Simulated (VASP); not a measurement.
Write the native input for VASP 6.6.1 that does the following.

| Item | Value |
| --- | --- |
| Task | relaxation of cell and atoms |
| Functional | PBEsol |
| Potentials or basis | VASP PAW PBE potentials, release 64 (Cu) |
| Cutoff | 600 eV |
| k mesh | 26 × 26 × 26 |
| Occupations | fermi-dirac, width 0.05 eV |
| Spin | no spin polarisation |
| Target pressure | 1 GPa |
| Dipole correction | no |
| Further INCAR settings | ALGO = Normal; EDIFF = 1e-07; IBRION = 2; EDIFFG = -0.002; NSW = 100; ISIF = 3 |

The structure of Cu lies in POSCAR:

```
Cu
1.0
    0.0000000000      1.7816532797      1.7816532797
    1.7816532797      0.0000000000      1.7816532797
    1.7816532797      1.7816532797      0.0000000000
Cu
1
Direct
    0.0000000000      0.0000000000      0.0000000000
```

The input as run:

INCAR

```
SYSTEM = Cu
PREC = Accurate
ENCUT = 600
EDIFF = 1E-7
ISMEAR = -1
SIGMA = 0.05
LREAL = .False.
LASPH = .True.
NELM = 80
ALGO = Normal
ISIF = 3
LWAVE = .False.
LCHARG = .False.
GGA = PS
IBRION = 2
NSW = 100
EDIFFG = -0.002
PSTRESS = 10.0
```

KPOINTS

```
Automatic mesh
0
Gamma
  26 26 26
  0 0 0
```

Potentials or basis: VASP PAW PBE potentials, release 64 (Cu).

The run is started by

```sh
$ cat potpaw_PBE.64/Cu/POTCAR > POTCAR
$ mpirun -np 1 vasp_std > vasp.out
```

Results of the run:

```
Relaxed volume                                             : 11.30 Å³/atom
Relaxed cell                                               : a = 2.519 Å, b = 2.519 Å, c = 2.519 Å, α = 60.00°, β = 60.00°, γ = 60.00°
Space group after relaxing (to 0.1 Å)                      : Fm-3m (No. 225)
Energy change on relaxing (the run minimises the enthalpy) : +0.1 meV/atom
Ionic steps                                                : 3
Pressure after relaxing                                    : 1.0 GPa
Band gap on the k mesh                                     : zero (an odd number of electrons rules out a gap without spin polarisation)
```

Caveat: the cell is relaxed towards a set pressure, so the run minimises the enthalpy, not the energy; the PAW data sets were made with another functional, which shifts forces and pressure a little.

Wall time 38 s on 1 thread of Intel(R) Xeon(R) 6975P-C (Granite Rapids), on a shared host, peak memory 0.18 GiB.
